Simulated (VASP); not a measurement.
Write the native input for VASP 6.6.1 that does the following.

| Item | Value |
| --- | --- |
| Task | single point |
| Functional | PBEsol |
| Potentials or basis | VASP PAW PBE potentials, release 64 (K_sv, Ta_pv, O) |
| Cutoff | 520 eV |
| k mesh | 8 × 8 × 8 |
| Occupations | gaussian, width 0.05 eV |
| Spin | no spin polarisation |
| Dipole correction | no |
| Further INCAR settings | ALGO = Normal; EDIFF = 1e-06; NBANDS = 27 |

The structure of KTaO3 lies in POSCAR:

```
KTaO3
1.0
    3.9142253133      0.0000000000      0.0000000000
    0.0000000000      3.9142253133      0.0000000000
    0.0000000000      0.0000000000      4.2418459721
K Ta O
1 1 3
Direct
    0.5000000000      0.5000000000      0.5000000000
    0.0000000000      0.0000000000      0.0000000000
    0.5000000000      0.0000000000      0.0000000000
    0.0000000000      0.5000000000      0.0000000000
    0.0000000000      0.0000000000      0.5000000000
```

This cell differs from its parent crystal: volume 12.998 Å^3 an atom, c/a of the conventional cell 1.0837.

The input as run:

INCAR

```
PREC = Accurate
ENCUT = 520
EDIFF = 1E-6
ISMEAR = 0
SIGMA = 0.05
LREAL = False
LASPH = True
NELM = 80
ALGO = Normal
ISIF = 2
LWAVE = False
LCHARG = False
GGA = PS
NBANDS = 27
```

KPOINTS

```
Automatic mesh
0
Gamma
  8 8 8
```

Potentials or basis: VASP PAW PBE potentials, release 64 (K_sv, Ta_pv, O).

Launch:

```bash
$ cat potpaw_PBE.64/K_sv/POTCAR potpaw_PBE.64/Ta_pv/POTCAR potpaw_PBE.64/O/POTCAR > POTCAR
$ mpirun -np 1 vasp_std > vasp.out
```

Results of the run:

```json
{
  "Pressure": "-2.1 GPa",
  "Band gap on the k mesh": "1.93 eV, indirect (least direct gap 2.44 eV)"
}
```

Caveat: the PAW data sets were made with another functional, which shifts forces and pressure a little; spin-orbit coupling is left out, which moves the levels of the heavy elements.

Wall time 100 s on 1 thread of Intel Xeon 6975P-C (shared host), peak memory 0.27 GiB.
